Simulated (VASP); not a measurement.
# AlN (P6_3mc) in VASP: further runs

Runs on AlN. Level: HSE06. Tasks: single point.

Program: VASP 6.6.1. These are calculated values, not measurements. Logs are shortened: lines on timing, memory, paths and dates and some standing lists are left out, and cuts for length are marked.

**1. The cell of the first run**

It takes space group P6_3mc (No. 186, hexagonal). The conventional cell has a = 3.107 Å, b = 3.107 Å, c = 4.829 Å, α = 90.00°, β = 90.00°, γ = 120.00°. Al (site symmetry 3m) has 4 N at 1.87 Å within 2.5 Å. Within 2.5 Å of N (site symmetry 3m) lie 4 Al at 1.87 Å.

**2. Single point, HSE06 (uniaxial z strain -3.0%)**

The input, POSCAR:

```
AlN
1.0
    3.1066937602      0.0000000000      0.0000000000
   -1.5533468801      2.6904757181      0.0000000000
    0.0000000000      0.0000000000      4.8292338054
Al N
2 2
Direct
    0.3333333333      0.6666666667     -0.0065832943
    0.6666666667      0.3333333333      0.4934167057
    0.3333333333      0.6666666667      0.3815832943
    0.6666666667      0.3333333333      0.8815832943
```

The input, INCAR.step1:

```
SYSTEM = AlN
ALGO     = Normal         ! electronic algorithm
EDIFF    = 1E-5           ! SCF threshold, eV
ENCUT    = 520            ! plane-wave cutoff, eV
GGA      = PE             ! functional
ISIF     = 2              ! what is computed and relaxed
ISMEAR   = 0              ! smearing method
LASPH    = .True.         ! aspherical terms in the spheres
LREAL    = .False.        ! projectors in reciprocal space
LWAVE    = .True.         ! write WAVECAR
NBANDS   = 16             ! bands
NELM     = 60             ! most SCF steps
PREC     = Accurate       ! precision mode
SIGMA    = 0.01           ! smearing width, eV
```

The input, INCAR.step2:

```
SYSTEM = AlN
ALGO     = Normal         ! electronic algorithm
EDIFF    = 1E-6           ! SCF threshold, eV
ENCUT    = 520            ! plane-wave cutoff, eV
GGA      = PE             ! functional
HFSCREEN = 0.2079         ! screening, 1/A
ISIF     = 2              ! what is computed and relaxed
ISMEAR   = 0              ! smearing method
ISTART   = 1            
LASPH    = .True.         ! aspherical terms in the spheres
LCHARG   = .True.         ! write CHGCAR
LELF     = .True.         ! ELF
LHFCALC  = .True.         ! exact exchange
LREAL    = .False.        ! projectors in reciprocal space
LVHAR    = .True.       
LWAVE    = .False.        ! write WAVECAR
NBANDS   = 16             ! bands
NELM     = 60             ! most SCF steps
PREC     = Accurate       ! precision mode
PRECFOCK = Normal       
SIGMA    = 0.01           ! smearing width, eV
```

The input, KPOINTS:

```
k-points
0
Gamma
  6 6 4
  0 0 0
```

Potentials or basis: VASP PAW PBE potentials, release 64 (Al, N).

Command:

```bash
$ cat potpaw_PBE.64/Al/POTCAR potpaw_PBE.64/N/POTCAR > POTCAR
$ cp INCAR.step1 INCAR
$ mpirun -np 1 vasp_std > vasp.out
$ cp INCAR.step2 INCAR
$ mpirun -np 1 vasp_std > vasp.out
```

OUTCAR:

```text
SYSTEM = AlN
   EDIFF = 1E-6
   ENCUT = 520
   GGA = PE
   HFSCREEN = 0.2079
   ISIF = 2
   ISMEAR = 0
   ISTART = 1
   LASPH = .True.
   LHFCALC = .True.
   LREAL = .False.
   NELM = 60
   PREC = Accurate
   PRECFOCK = Normal

 ion  position               nearest neighbor table
   1  0.333  0.667  0.993-   4 1.87   4 1.87   4 1.87   3 1.87   2 3.01   2 3.01   2 3.01   2 3.01
                             2 3.01   2 3.01
   2  0.667  0.333  0.493-   3 1.87   3 1.87   3 1.87   4 1.87   1 3.01   1 3.01   1 3.01   1 3.01
                             1 3.01   1 3.01
   3  0.333  0.667  0.382-   2 1.87   2 1.87   2 1.87   1 1.87
   4  0.667  0.333  0.882-   1 1.87   1 1.87   1 1.87   2 1.87

  LATTYP: Found a hexagonal cell.
 ALAT       =     3.1066937602
 C/A-ratio  =     1.5544608443

  Lattice vectors:

 A1 = (   3.1066937602,   0.0000000000,   0.0000000000)
 A2 = (  -1.5533468801,   2.6904757181,   0.0000000000)
 A3 = (   0.0000000000,   0.0000000000,   4.8292338054)

Analysis of symmetry for initial positions (statically):
=====================================================================
 Subroutine PRICEL returns:
 Original cell was already a primitive cell.

 Routine SETGRP: Setting up the symmetry group for a
 hexagonal supercell.

 Subroutine GETGRP returns: Found 12 space group operations
 (whereof  6 operations were pure point group operations)
 out of a pool of 24 trial point group operations.

The static configuration has the point symmetry C_3v.
 The point group associated with its full space group is C_6v.

Analysis of symmetry for dynamics (positions and initial velocities):
=====================================================================
 Subroutine PRICEL returns:
 Original cell was already a primitive cell.

 Routine SETGRP: Setting up the symmetry group for a
 hexagonal supercell.

 Subroutine GETGRP returns: Found 12 space group operations
 (whereof  6 operations were pure point group operations)
 out of a pool of 24 trial point group operations.

The dynamic configuration has the point symmetry C_3v.
 The point group associated with its full space group is C_6v.

 Subroutine INISYM returns: Found 12 space group operations
 (whereof  6 operations are pure point group operations),
 and found     1 'primitive' translations

[... 103 lines left out ...]
   TEBEG  =    0.0;   TEEND  =   0.0 temperature during run
   PSTRESS=    0.0 pullay stress
   NELECT =      16.0000    total number of electrons
   NUPDOWN=      -1.0000    fix difference up-down
   EMIN   =  10.00;   EMAX   =-10.00  energy-range for DOS
   EFERMI =   0.00;   METHOD = LEGACY
   ISMEAR =     0;   SIGMA  =   0.01  broadening in eV -4-tet -1-fermi 0-gaus
   EFERMI_NEDOS =   21; number of points for ismear=-14 and -15
   IALGO  =     38    algorithm
   IMIX   =      1    mixing-type and parameters
     AMIX     =   0.40;   BMIX     =  1.00
     AMIX_MAG =   1.60;   BMIX_MAG =  1.00
  volume/ion in A,a.u.               =      10.09        68.10
  Fermi-wavevector in a.u.,A,eV,Ry     =   1.202577  2.272541 19.676630  1.446192
  Thomas-Fermi vector in A             =   2.338354
   LORBIT       =      0    0 simple, 1 ext, 2 COOP (PROOUT), +10 PAW based schemes
   GGA     = PE    functional components
   LHFCALC =     T    Hartree Fock is set to
   PRECFOCK=normal    Normal, Fast or Accurate (Low or Medium for compatibility)
   ENCUT4O =  -1.0   cutoff for four orbital integrals eV
   NKREDX  =     1    reduce k-point grid by
   NKREDY  =     1    reduce k-point grid by
   NKREDZ  =     1    reduce k-point grid by
   AEXX    =    0.2500 exact exchange contribution
   HFSCREEN=    0.2079 screening length (either q_TF or 0.3 A-1)
   HFSCREENC=   0.2079 screening length for correlation (either q_TF or 0.3 A-1)
   ENCUTFOCK=  -1.0 apply spherical cutoff to Coloumb kernel
   IVDW    =     0    specifies the selected vdW correction
   LEPSILON=     F    determine dielectric tensor
   LRPA    =     F    only Hartree local field effects (RPA)
 non-spin polarized calculation
 Gauss-broadening in eV      SIGMA  =   0.01
  energy-cutoff  :      520.00
  volume of cell :       40.37
 maximum number of plane-waves:      1100
 NGX is ok and might be reduce to    24
  NGX = 18; NGY = 18; NGZ = 28

 number of electron      15.9999998 magnetization

 Free energy of the ion-electron system (eV)
  ---------------------------------------------------
  ext. energy  EPLUGINS =         0.00000000
  ---------------------------------------------------
  free energy    TOTEN  =       -34.85678553 eV

  energy without entropy =      -34.85678553  energy(sigma->0) =      -34.85678553

 E-fermi :   5.8220     XC(G=0):  -9.1115

 val. band max:        5.7747132046   @ k =   0.0000   0.0000   0.0000
 cond. band min:      11.4739358866   @ k =   0.0000   0.0000   0.0000
 fundamental gap:      5.6992226820
 Fermi energy:         5.8219541522

 k-point     1 :       0.0000    0.0000    0.0000
  band No.  band energies     occupation
      1     -11.3544      2.00000
      2      -8.8115      2.00000
      3      -0.9909      2.00000
      4       4.4268      2.00000
      5       4.4268      2.00000
      6       5.2568      2.00000
[... 376 lines left out ...]
      3       0.1333      2.00000
      4       0.1333      2.00000
      5       1.2676      2.00000
      6       1.2676      2.00000
[... 8 lines left out ...]
     15      21.3012      0.00000
     16      21.3012      0.00000

------------------------ aborting loop because EDIFF is reached ----------------------------------------

  FORCE on cell =-STRESS in cart. coord.  units (eV):
  Direction    XX          YY          ZZ          XY          YZ          ZX
  --------------------------------------------------------------------------------------
  -------------------------------------------------------------------------------------
  Total        0.7549127      0.7549127      2.6406280      0.0000000      0.0000000      0.0000000
  in kB       29.9641222     29.9641222    104.8122518      0.0000000      0.0000000      0.0000000
  external PRESSURE =      54.9134987 kB  Pullay stress =       0.0000000 kB

 VOLUME and BASIS-vectors are now :
 -----------------------------------------------------------------------------
  energy-cutoff  :      520.00
  volume of cell :       40.37
      direct lattice vectors                 reciprocal lattice vectors
     3.106693760  0.000000000  0.000000000     0.321885605  0.185840741  0.000000000
    -1.553346880  2.690475718  0.000000000     0.000000000  0.371681481  0.000000000
     0.000000000  0.000000000  4.829233805     0.000000000  0.000000000  0.207072186

 POSITION                                       TOTAL-FORCE (eV/Angst)
 -----------------------------------------------------------------------------------
     -0.00000      1.79365      4.79744         0.000000     -0.000000     -0.008097
      1.55335      0.89683      2.38282        -0.000000      0.000000     -0.008097
     -0.00000      1.79365      1.84275         0.000000     -0.000000      0.008097
      1.55335      0.89683      4.25737        -0.000000      0.000000      0.008097
 -----------------------------------------------------------------------------------
    total drift:                                0.000000     -0.000000     -0.000249

  FREE ENERGIE OF THE ION-ELECTRON SYSTEM (eV)
  ---------------------------------------------------
  free  energy   TOTEN  =       -34.8567855269 eV

  energy  without entropy=      -34.8567855269  energy(sigma->0) =      -34.85678553
```

Wall time 27 min (1 thread of Intel Xeon Platinum 8259CL at 2.50GHz (Skylake/Cascade Lake), shared host); peak memory 0.26 GiB.

Results:

```yaml
Free_energy: -34.8568 eV
Pressure: 5.5 GPa
Largest_force: 0.008 eV/Å
Band_gap_on_the_k_mesh: 5.70 eV
```

Forces on the atoms (eV/Å):
```
Al   0.000  0.000 -0.008
Al   0.000  0.000 -0.008
N    0.000  0.000  0.008
N    0.000  0.000  0.008
```

Caveat: the cell differs from its parent crystal (uniaxial z strain -3.0%); the cell stands under pressure; the PAW data sets were made with another functional, which shifts forces and pressure a little.

**3. Single point, HSE06 (uniaxial z strain -2.0%)**

The input, POSCAR:

```
AlN
1.0
    3.1066937602      0.0000000000      0.0000000000
   -1.5533468801      2.6904757181      0.0000000000
    0.0000000000      0.0000000000      4.8790197209
Al N
2 2
Direct
    0.3333333333      0.6666666667     -0.0053683633
    0.6666666667      0.3333333333      0.4946316367
    0.3333333333      0.6666666667      0.3803683633
    0.6666666667      0.3333333333      0.8803683633
```

The input, INCAR.step1:

```
PREC = Accurate ; ENCUT = 520
EDIFF = 1E-5 ; ISMEAR = 0
SIGMA = 0.01 ; LREAL = F
LASPH = T ; NELM = 80
ALGO = Normal ; ISIF = 2
LWAVE = T ; LCHARG = F
GGA = PE ; NBANDS = 16
```

The input, INCAR.step2:

```
PREC = Accurate ; ENCUT = 520
EDIFF = 1E-6 ; ISMEAR = 0
SIGMA = 0.01 ; LREAL = F
LASPH = T ; NELM = 80
ALGO = Normal ; ISIF = 2
LWAVE = F ; LCHARG = F
GGA = PE ; LHFCALC = T
HFSCREEN = 0.2079 ; PRECFOCK = Normal
ISTART = 1 ; NBANDS = 16
```

The input, KPOINTS:

```
Automatic mesh
0
Gamma
  6 6 4
```

Potentials or basis: VASP PAW PBE potentials, release 64 (Al, N).

Command:

```bash
$ cat potpaw_PBE.64/Al/POTCAR potpaw_PBE.64/N/POTCAR > POTCAR
$ cp INCAR.step1 INCAR
$ mpirun -np 1 vasp_std > vasp.out
$ cp INCAR.step2 INCAR
$ mpirun -np 1 vasp_std > vasp.out
```

OUTCAR:

```text
PREC = Accurate
   ENCUT = 520
   EDIFF = 1E-6
   ISMEAR = 0
   LREAL = F
   LASPH = T
   NELM = 80
   ISIF = 2
   GGA = PE
   LHFCALC = T
   HFSCREEN = 0.2079
   PRECFOCK = Normal
   ISTART = 1

 ion  position               nearest neighbor table
   1  0.333  0.667  0.995-   4 1.88   4 1.88   4 1.88   3 1.88   2 3.03   2 3.03   2 3.03   2 3.03
[... 608 lines left out ...]

  FORCE on cell =-STRESS in cart. coord.  units (eV):
  Direction    XX          YY          ZZ          XY          YZ          ZX
  --------------------------------------------------------------------------------------
  -------------------------------------------------------------------------------------
  Total        0.4109509      0.4109509      1.7196322      0.0000000      0.0000000      0.0000000
  in kB       16.1450893     16.1450893     67.5594439      0.0000000      0.0000000      0.0000000
  external PRESSURE =      33.2832075 kB  Pullay stress =       0.0000000 kB

 VOLUME and BASIS-vectors are now :
 -----------------------------------------------------------------------------
  energy-cutoff  :      520.00
  volume of cell :       40.78
      direct lattice vectors                 reciprocal lattice vectors
     3.106693760  0.000000000  0.000000000     0.321885605  0.185840741  0.000000000
    -1.553346880  2.690475718  0.000000000     0.000000000  0.371681481  0.000000000
     0.000000000  0.000000000  4.879019721     0.000000000  0.000000000  0.204959204

 POSITION                                       TOTAL-FORCE (eV/Angst)
 -----------------------------------------------------------------------------------
     -0.00000      1.79365      4.85283        -0.000000     -0.000000     -0.008466
      1.55335      0.89683      2.41332         0.000000     -0.000000     -0.008466
     -0.00000      1.79365      1.85582         0.000000      0.000000      0.008466
      1.55335      0.89683      4.29533        -0.000000     -0.000000      0.008466
 -----------------------------------------------------------------------------------
    total drift:                                0.000000     -0.000000     -0.000089

  FREE ENERGIE OF THE ION-ELECTRON SYSTEM (eV)
  ---------------------------------------------------
  free  energy   TOTEN  =       -34.8792518417 eV

  energy  without entropy=      -34.8792518417  energy(sigma->0) =      -34.87925184
```

OSZICAR.step1:

```text
N       E                     dE             d eps       ncg     rms          rms(c)
DAV:   1     0.424079086813E+02    0.42408E+02   -0.73682E+03   672   0.897E+02
DAV:   2    -0.310862988438E+02   -0.73494E+02   -0.67972E+02   928   0.192E+02
DAV:   3    -0.345417739693E+02   -0.34555E+01   -0.34464E+01   832   0.429E+01
DAV:   4    -0.345626251790E+02   -0.20851E-01   -0.20849E-01   816   0.372E+00
DAV:   5    -0.345628962901E+02   -0.27111E-03   -0.27111E-03   816   0.428E-01    0.123E+01
DAV:   6    -0.297176973393E+02    0.48452E+01   -0.10595E+01   808   0.238E+01    0.422E+00
DAV:   7    -0.297369545174E+02   -0.19257E-01   -0.71655E-01   744   0.595E+00    0.299E+00
DAV:   8    -0.297296651903E+02    0.72893E-02   -0.60104E-02   720   0.224E+00    0.576E-01
DAV:   9    -0.297245929385E+02    0.50723E-02   -0.12566E-02   880   0.832E-01    0.243E-01
DAV:  10    -0.297252097592E+02   -0.61682E-03   -0.22433E-03   720   0.300E-01    0.131E-01
DAV:  11    -0.297251281401E+02    0.81619E-04   -0.18231E-04   744   0.105E-01    0.312E-02
DAV:  12    -0.297251313215E+02   -0.31814E-05   -0.10749E-05   568   0.267E-02
   1 F= -.29725131E+02 E0= -.29725131E+02  d E =-.229493E-33
```

It took 24 min on 1 thread of Intel Xeon Platinum 8488C (Sapphire Rapids), shared host; peak memory 0.26 GiB.

Results:

* Free energy: -34.8793 eV
* Pressure: 3.3 GPa
* Largest force: 0.008 eV/Å
* Band gap on the k mesh: 5.67 eV

Forces in eV/Å, atoms in the order of the input:
```
Al   0.000  0.000 -0.008
Al   0.000  0.000 -0.008
N    0.000  0.000  0.008
N    0.000  0.000  0.008
```

Levels at points of the mesh, in eV from the valence-band top:
```
           k point  band 5  band 6  band 7  band 8  band 9  band 10  band 11  band 12
(0.00, 0.00, 0.00)   -1.21   -0.42   -0.42    0.00    5.67     8.04    12.62    12.62
(0.50, 0.00, 0.00)   -3.82   -2.57   -2.03   -0.91    7.04     7.26     9.79    12.16
(0.00, 0.00, 0.50)   -0.83   -0.83   -0.83   -0.83    7.98     7.98    12.17    12.17
(0.50, 0.00, 0.50)   -1.83   -1.83   -1.56   -1.56    6.68     6.68    10.83    10.83
```

Caveat: the cell differs from its parent crystal (uniaxial z strain -2.0%); the cell stands under pressure; the PAW data sets were made with another functional, which shifts forces and pressure a little.
